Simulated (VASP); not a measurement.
Wanted: the native input for a VASP 6.6.1 run.

```
Task                   : single point
Functional             : r2SCAN
Dispersion             : rVV10
Potentials or basis    : VASP PAW PBE potentials, release 64 (Ga_d, N)
Cutoff                 : 520 eV
k mesh                 : 8 × 8 × 8
Occupations            : fermi-dirac, width 0.03 eV
Spin                   : no spin polarisation
Dipole correction      : no
Further INCAR settings : ALGO = Normal; EDIFF = 1e-06; NBANDS = 16
```

Crystal: GaN.

```
Ga N
1.0
     0.00000    2.24421    2.24421
     2.24421    0.00000    2.24421
     2.24421    2.24421    0.00000
Ga N
1 1
Direct
  0.00000 0.00000 0.00000
  0.75000 0.75000 0.75000
```

One way to write it, as run:

POSCAR

```
GaN
1.0
    0.0000000000      2.2442111233      2.2442111233
    2.2442111233      0.0000000000      2.2442111233
    2.2442111233      2.2442111233      0.0000000000
Ga N
1 1
Direct
    0.0000000000      0.0000000000      0.0000000000
    0.7500000000      0.7500000000      0.7500000000
```

INCAR.step1

```
SYSTEM = GaN
PREC = Accurate ; ENCUT = 520
ISMEAR = -1 ; SIGMA = 0.03
LREAL = .FALSE. ; LASPH = .TRUE.
NELM = 60 ; NBANDS = 16
GGA = PE ; ALGO = Normal
EDIFF = 1E-4 ; LWAVE = .TRUE.
LCHARG = .FALSE.
```

INCAR.step2

```
SYSTEM = GaN
PREC = Accurate ; ENCUT = 520
EDIFF = 1E-6 ; ISMEAR = -1
SIGMA = 0.03 ; LREAL = .FALSE.
LASPH = .TRUE. ; NELM = 60
ALGO = Normal ; ISIF = 2
LWAVE = .FALSE. ; LCHARG = .FALSE.
METAGGA = R2SCAN ; LMIXTAU = .TRUE.
LUSE_VDW = .TRUE. ; IVDW_NL = 2
BPARAM = 11.95 ; CPARAM = 0.0093
NBANDS = 16 ; ISTART = 1
```

KPOINTS

```
Automatic mesh
0
G
  8 8 8
  0 0 0
```

Potentials or basis: VASP PAW PBE potentials, release 64 (Ga_d, N).

Launch:

```bash
$ cat potpaw_PBE.64/Ga_d/POTCAR potpaw_PBE.64/N/POTCAR > POTCAR
$ cp INCAR.step1 INCAR
$ mpirun -np 1 vasp_std > vasp.out
$ cp INCAR.step2 INCAR
$ mpirun -np 1 vasp_std > vasp.out
```

Results of the run:

| Property | Result |
| --- | --- |
| Pressure | 1.2 GPa |
| Band gap on the k mesh | 2.17 eV, direct |

Caveat: the PAW data sets were made with another functional, which shifts forces and pressure a little.

Wall time 32 s on 1 thread of Intel(R) Xeon(R) Platinum 8488C (Sapphire Rapids), with other jobs on the host, peak memory 0.21 GiB.
